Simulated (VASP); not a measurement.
Runs of VASP 6.6.1 on SnSe2 (1T). The structure is that of space group P-3m1 (No. 164), or close to it. The cells are those of the table. 

| task | cell | cutoff (eV) | gap on the mesh (eV) | pressure (GPa) | largest force (eV/Å) |
| --- | --- | --- | --- | --- | --- |
| single point | a = 3.871, b = 3.871, c = 7.006 Å, angles 90.0, 90.0, 120.0°, 3 atoms | 520 | (b) | 0.1 | 0.01 |
| relaxation of cell and atoms | relaxed to 10 GPa from a = 3.804, b = 3.804, c = 5.757 Å, angles 90.0, 90.0, 120.0°, 3 atoms | 600 | none | 10.0 | - |
| single point | a = 3.756, b = 3.756, c = 5.480 Å, angles 90.0, 90.0, 120.0°, 3 atoms | 520 | none | 10.1 | (a) |
| relaxation of cell and atoms | relaxed from a = 3.811, b = 3.811, c = 6.137 Å, angles 90.0, 90.0, 120.0°, 3 atoms | 600 | 0.69 | 0.0 | - |

Alike in all rows: level PBE; potentials or basis VASP PAW PBE potentials, release 64 (Sn_d, Se); no spin polarisation; k mesh 15 × 15 × 9; smearing gaussian 0.03 eV.

Fill in the values left out.

(a) 0.02; (b) 0.70.

Caveats: spin-orbit coupling is left out, which moves the levels of the heavy elements; this functional lacks dispersion, which binds the layers, so the pressure and a relaxed spacing across them are unreliable (some runs); the cell is relaxed towards a set pressure, so the enthalpy falls and the energy may rise (some runs).

A k mesh can miss the band edges, and the runs leave out spin-orbit coupling on Se, Sn.

A gap of «none» marks levels without a gap at the run's occupations.
